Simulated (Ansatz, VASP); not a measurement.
**Two plane-wave programs on Os**

INCAR

```
SYSTEM = Os
PREC     = Accurate       ! precision mode
ENCUT    = 520            ! plane-wave cutoff, eV
EDIFF    = 1E-6           ! SCF threshold, eV
ISMEAR   = 0              ! smearing method
SIGMA    = 0.15           ! smearing width, eV
LREAL    = .FALSE.        ! projectors in reciprocal space
LASPH    = .TRUE.         ! aspherical terms in the spheres
NELM     = 100            ! most SCF steps
ALGO     = Fast           ! electronic algorithm
ISIF     = 2              ! what is computed and relaxed
LWAVE    = .FALSE.        ! write WAVECAR
LCHARG   = .TRUE.         ! write CHGCAR
GGA      = PS             ! functional
LELF     = .TRUE.         ! ELF
LVHAR    = .TRUE.       
NBANDS   = 15             ! bands
```

The input KPOINTS:

```
Automatic mesh
0
G
  21 21 12
  0 0 0
```

Contents of POSCAR:

```
Os
1.0
    2.7340999755      0.0000000000      0.0000000000
   -1.3670499878      2.4151560360      0.0000000000
    0.0000000000      0.0000000000      4.3197000000
Os
2
Direct
    0.3333333333      0.6666666667      0.2500000000
    0.6666666667      0.3333333333      0.7500000000
```

Input for Ansatz:

```yaml
crystal:
  lattice:
    - [2.7340999755, 0.0, 0.0]
    - [-1.3670499878, 2.415156036, 0.0]
    - [0.0, 0.0, 4.3197]
  atoms:
    - { symbol: Os, position: [0.3333333333, 0.6666666667, 0.25] }
    - { symbol: Os, position: [0.6666666667, 0.3333333333, 0.75] }
basis:
  ecutwfc: 420
kpoints:
  mp_grid: { grid: [21, 21, 12] }
hamiltonian:
  xc: pbesol
scf:
  occupations: { method: gaussian, width: 0.15 }
output:
  forces: true
  stress: true
  eigenvalues: true
```

Change from the starting cell: strain +0.0200 x Voigt [0, 1, 0, 0, 0, 0], atoms carried along.

Alike in both runs: task single point; functional PBEsol; k mesh 21 × 21 × 12; occupations gaussian, width 0.15 eV; no spin polarisation.

```csv
,VASP,Ansatz
version,VASP 6.6.1,Ansatz 0.2.0
potentials or method,"VASP PAW PBE potentials, release 64 (Os), cutoff 520 eV","scalar-relativistic, plane waves, PAW"
valence electrons in the cell,16,32
```

```tsv
	VASP	Ansatz	Ansatz less VASP
gap on the k mesh at the Fermi level (eV)	none	none	-
pressure (GPa)	-10.2	-10.3	-0.13
traceless stress, the component that is largest in VASP (GPa)	-6.39	-6.45	-0.058
rms of the force components (eV/Å)	0.023	0.024	+0.0007
```

VASP's potentials were made for PBE, not for PBEsol. Atom by atom the forces differ by 0.001 eV/Å (rms over components). A gap of «none» marks a metal or a gap that the smearing closes. The functional is the same, so the differences come from potentials, cutoffs and numerics. VASP's potentials hold 16 valence electrons a cell and Ansatz's 32, so a difference there can come from the potentials and not from the codes.

Neither program's run includes spin-orbit coupling.
